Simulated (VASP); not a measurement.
Wanted: the native input for a VASP 6.6.1 run.

* Task: relaxation of cell and atoms
* Functional: r2SCAN
* Potentials or basis: VASP PAW PBE potentials, release 64 (Cd, Se)
* Cutoff: 600 eV
* k mesh: 8 × 8 × 8
* Occupations: gaussian, width 0.01 eV
* Spin: no spin polarisation
* Target pressure: 7 GPa
* Dipole correction: no
* Further INCAR settings: ALGO = Normal; EDIFF = 1e-07; IBRION = 2; EDIFFG = -0.002; NSW = 100; ISIF = 3

CdSe:

```xyz
2
Lattice="0.0000 3.0668 3.0668 3.0668 0.0000 3.0668 3.0668 3.0668 0.0000" Properties=species:S:1:pos:R:3 pbc="T T T"
Cd    0.0000    0.0000    0.0000
Se    4.6002    4.6002    4.6002
```

One way to write it, as run:

POSCAR

```
CdSe
1.0
    0.0000000000      3.0667839638      3.0667839638
    3.0667839638      0.0000000000      3.0667839638
    3.0667839638      3.0667839638      0.0000000000
Cd Se
1 1
Direct
    0.0000000000      0.0000000000      0.0000000000
    0.7500000000      0.7500000000      0.7500000000
```

INCAR.step1

```
ALGO     = Normal         # electronic algorithm
EDIFF    = 1E-4           # SCF threshold, eV
ENCUT    = 600            # plane-wave cutoff, eV
GGA      = PE             # functional
ISMEAR   = 0              # smearing method
LASPH    = T              # aspherical terms in the spheres
LCHARG   = F              # write CHGCAR
LREAL    = F              # projectors in reciprocal space
LWAVE    = T              # write WAVECAR
NELM     = 60             # most SCF steps
PREC     = Accurate       # precision mode
SIGMA    = 0.01           # smearing width, eV
```

INCAR.step2

```
ALGO     = Normal         # electronic algorithm
EDIFF    = 1E-7           # SCF threshold, eV
EDIFFG   = -0.002         # ionic threshold
ENCUT    = 600            # plane-wave cutoff, eV
IBRION   = 2              # ionic algorithm
ISIF     = 3              # what is computed and relaxed
ISMEAR   = 0              # smearing method
ISTART   = 1            
LASPH    = T              # aspherical terms in the spheres
LCHARG   = F              # write CHGCAR
LMIXTAU  = T            
LREAL    = F              # projectors in reciprocal space
LWAVE    = F              # write WAVECAR
METAGGA  = R2SCAN         # meta-GGA
NELM     = 60             # most SCF steps
NSW      = 100            # ionic steps
PREC     = Accurate       # precision mode
PSTRESS  = 70.0         
SIGMA    = 0.01           # smearing width, eV
```

KPOINTS

```
k-points
0
Gamma
  8 8 8
```

Potentials or basis: VASP PAW PBE potentials, release 64 (Cd, Se).

The run is started by

```console
$ cat potpaw_PBE.64/Cd/POTCAR potpaw_PBE.64/Se/POTCAR > POTCAR
$ cp INCAR.step1 INCAR
$ mpirun -np 1 vasp_std > vasp.out
$ cp INCAR.step2 INCAR
$ mpirun -np 1 vasp_std > vasp.out
```

It gave:

```
Relaxed volume                                             : 26.04 Å³/atom
Relaxed cell                                               : a = 4.192 Å, b = 4.192 Å, c = 4.192 Å, α = 60.00°, β = 60.00°, γ = 60.00°
Space group after relaxing (to 0.1 Å)                      : F-43m (No. 216)
Energy change on relaxing (the run minimises the enthalpy) : +57.5 meV/atom
Ionic steps                                                : 6
Pressure after relaxing                                    : 7.0 GPa
Band gap on the k mesh                                     : 1.26 eV
```

Caveat: the cell is relaxed towards a set pressure, so the run minimises the enthalpy, not the energy; the PAW data sets were made with another functional, which shifts forces and pressure a little.

It took 5.9 min on 1 thread of Intel(R) Xeon(R) Platinum 8488C (Sapphire Rapids), with other jobs on the host, peak memory 0.24 GiB.
